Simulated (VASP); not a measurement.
# Zr: single point with PBE

Crystal: Zr.

```
Zr
1.0
     3.26432    0.00000    0.00000
    -1.63216    2.79899    0.00000
     0.00000    0.00000    5.14700
Zr
2
Direct
  0.33333 0.66667 0.25000
  0.66667 0.33333 0.75000
```

This cell differs from its parent crystal: strain +0.0100 x Voigt [1, 0, 0, 0, 0, 0].

```yaml
Program: VASP 6.6.1
Task: single point
Functional: PBE
Potentials_or_basis: VASP PAW PBE potentials, release 64 (Zr_sv)
Cutoff: 520 eV
k_mesh: 18 × 18 × 10
Occupations: gaussian, width 0.15 eV
Spin: no spin polarisation
```

```json
{"Pressure": "-0.4 GPa", "Largest force": "0.019 eV/Å", "Band gap on the k mesh": "zero (bands 12 and 13 overlap by 1.23 eV)"}
```

Forces in eV/Å, atoms in the order of the input:
```
Zr   0.000 -0.019  0.000
Zr   0.000  0.019  0.000
```

Stress tensor (GPa, compression positive):
```
-1.18  0.00  0.00
 0.00 -0.26  0.00
 0.00  0.00  0.12
```

Levels at points of the mesh, in eV from the Fermi level:
| k point | band 9 | band 10 | band 11 | band 12 | band 13 | band 14 | band 15 | band 16 |
| --- | --- | --- | --- | --- | --- | --- | --- | --- |
| (0.00, 0.00, 0.00) | -5.64 | -3.00 | 0.77 | 0.93 | 1.05 | 1.17 | 1.47 | 1.62 |
| (0.50, 0.00, 0.00) | -2.53 | -2.50 | -2.10 | -0.27 | 0.53 | 0.79 | 1.44 | 4.79 |
| (0.00, 0.50, 0.00) | -2.54 | -2.49 | -2.11 | -0.21 | 0.44 | 0.81 | 1.52 | 4.82 |
| (0.00, 0.00, 0.50) | -3.93 | -3.93 | 0.07 | 0.07 | 0.68 | 0.68 | 0.82 | 0.82 |
| (0.50, 0.00, 0.50) | -2.84 | -2.84 | -1.02 | -1.02 | 1.57 | 1.57 | 2.19 | 2.19 |
| (0.00, 0.50, 0.50) | -2.83 | -2.83 | -1.02 | -1.02 | 1.63 | 1.63 | 2.11 | 2.11 |

Run time: 3.2 min on 1 thread of Intel(R) Xeon(R) 6975P-C (Granite Rapids), with other jobs on the host, peak memory 0.47 GiB.

Caveat: the cell differs from its parent crystal (strain +0.0100 x Voigt [1, 0, 0, 0, 0, 0]).
